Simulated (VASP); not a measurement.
CaI:

```
CELL_PARAMETERS angstrom
4.14682 0.00000 0.00000
-2.07341 3.59125 0.00000
0.00000 0.00000 4.57623
ATOMIC_POSITIONS crystal
I 0.66667 0.33333 0.00000
Ca 0.00000 0.00000 0.50000
```

```yaml
Program: VASP 6.6.1
Task: relaxation of cell and atoms
Functional: PBEsol
Potentials_or_basis: VASP PAW PBE potentials, release 64 (I, Ca_sv)
Cutoff: 600 eV
k_mesh: 7 × 7 × 6
Occupations: fermi-dirac, width 0.05 eV
Spin: no spin polarisation
```

At the start: pressure -1.7 GPa; volume 34.08 Å³/atom.

**Question.** Where does the relaxation end?

**Answer.** Over 3 steps the energy falls by 13.9 meV/atom and the volume is 31.66 Å³/atom (-7.1 %); space group P-6m2 (No. 187, to 0.05 Å).

The path:
```
step  energy change (eV)  largest force (eV/Å)  pressure (GPa)  volume (Å³)
   1              0.0000                0.0000           -1.68        68.15
   2             -0.0252                0.0000           -0.57        64.69
   3             -0.0278                0.0000           -0.03        63.32
```

Final structure:
```xyz
2
Lattice="4.0405 0.0000 0.0000 -2.0203 3.4992 0.0000 0.0000 0.0000 4.4786" Properties=species:S:1:pos:R:3 pbc="T T T"
I     2.0203    1.1664    0.0000
Ca    0.0000    0.0000    2.2393
```

Caveat: the PAW data sets were made with another functional, which shifts forces and pressure a little; an odd number of electrons without spin polarisation forces a metal; a magnetic or distorted state may lie lower.
